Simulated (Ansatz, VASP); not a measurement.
**Nb in VASP and in Ansatz**

The input INCAR:

```
PREC = Accurate
ENCUT = 600
EDIFF = 1E-7
ISMEAR = -1
SIGMA = 0.1
LREAL = False
LASPH = True
NELM = 80
ALGO = Normal
ISIF = 3
LWAVE = False
LCHARG = False
GGA = B5
ALDAX = 1.0
AGGAX = 1.0
AGGAC = 1.0
ALDAC = 0.0
IBRION = 2
NSW = 80
EDIFFG = -0.01
```

KPOINTS

```
Automatic mesh
0
Gamma
  5 5 5
```

Contents of POSCAR:

```
Nb
1.0
    5.2390584319      0.0000000000      0.0000000000
    0.0000000000      5.2390584319      0.0000000000
    0.0000000000      0.0000000000      5.2390584319
Nb
8
Direct
    0.0000000000      0.0000000000      0.0000000000
    0.5000000000      0.5000000000      0.5000000000
    0.2500000000      0.0000000000      0.5000000000
    0.7500000000      0.0000000000      0.5000000000
    0.5000000000      0.2500000000      0.0000000000
    0.5000000000      0.7500000000      0.0000000000
    0.0000000000      0.5000000000      0.2500000000
    0.0000000000      0.5000000000      0.7500000000
```

Input for Ansatz:

```yaml
crystal:
  lattice:
    - [5.2390584319, 0.0, 0.0]
    - [0.0, 5.2390584319, 0.0]
    - [0.0, 0.0, 5.2390584319]
  atoms:
    - { symbol: Nb, position: [0.0, 0.0, 0.0] }
    - { symbol: Nb, position: [0.5, 0.5, 0.5] }
    - { symbol: Nb, position: [0.25, 0.0, 0.5] }
    - { symbol: Nb, position: [0.75, 0.0, 0.5] }
    - { symbol: Nb, position: [0.5, 0.25, 0.0] }
    - { symbol: Nb, position: [0.5, 0.75, 0.0] }
    - { symbol: Nb, position: [0.0, 0.5, 0.25] }
    - { symbol: Nb, position: [0.0, 0.5, 0.75] }
hamiltonian:
  xc: blyp
  pseudopotentials:
    kind: paw
    azcp:
      Nb: "pseudopotentials/Nb.paw.azcp"
basis:
  ecutwfc: 420
  fft_grid_basis: typed
kpoints:
  mp_grid: { grid: [5, 5, 5], shift: [0, 0, 0] }
magnetization:
  spin_polarized: false
scf:
  occupations: { method: fermi_dirac, width: 0.1 }
relax:
  max_steps: 60
  f_tol: 0.01
  cell: {}
```

Alike in both runs: task relaxation of cell and atoms; functional BLYP; k mesh 5 × 5 × 5; occupations fermi-dirac, width 0.1 eV; no spin polarisation.

|  | VASP | Ansatz |
| --- | --- | --- |
| version | VASP 6.6.1 | Ansatz 0.2.0 |
| potentials or method | VASP PAW PBE potentials, release 64 (Nb_sv), cutoff 600 eV | plane waves (420 eV) with PAW, scalar-relativistic |
| valence electrons in the cell | 104 | 104 |

|  | VASP | Ansatz | Ansatz less VASP |
| --- | --- | --- | --- |
| relaxed volume (Å³/atom) | 19.29 | 19.29 | 0.000 |
| relaxed length of the cell vector where the two differ most in proportion (Å) | 5.364 | 5.364 | 0.0000 |

VASP's potentials were made for PBE, not for BLYP.
